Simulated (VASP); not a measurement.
Here is a VASP 6.6.1 calculation.

INCAR

```
PREC = Accurate
ENCUT = 520
EDIFF = 1E-7
ISMEAR = 0
SIGMA = 0.1
LREAL = F
LASPH = T
NELM = 80
ALGO = Fast
ISIF = 2
LWAVE = F
LCHARG = F
GGA = PE
NBANDS = 24
```

File KPOINTS:

```
Automatic mesh
0
Gamma
  12 12 16
```

File POSCAR:

```
TaAg2
1.0
    4.7054381388      0.0000000000      0.0000000000
   -2.3527190694      4.0750289641      0.0000000000
    0.0000000000      0.0000000000      2.7273762001
Ta Ag
1 2
Direct
    0.0000000000      0.0000000000      0.0000000000
    0.3333333333      0.6666666667      0.5000000000
    0.6666666667      0.3333333333      0.5000000000
```

Potentials or basis: VASP PAW PBE potentials, release 64 (Ta_pv, Ag).

Command:

```bash
$ cat potpaw_PBE.64/Ta_pv/POTCAR potpaw_PBE.64/Ag/POTCAR > POTCAR
$ mpirun -np 1 vasp_std > vasp.out
```

**Question.** What does it give for the band gap on the k mesh?

**Answer.** Zero (an odd number of electrons rules out a gap without spin polarisation).

**Question.** Predict the pressure.

**Answer.** -0.1 GPa.

Stress tensor (GPa, compression positive):
```
-0.11  0.00  0.00
 0.00 -0.11  0.00
 0.00  0.00 -0.20
```

Caveat: spin-orbit coupling is left out, which moves the levels of the heavy elements.
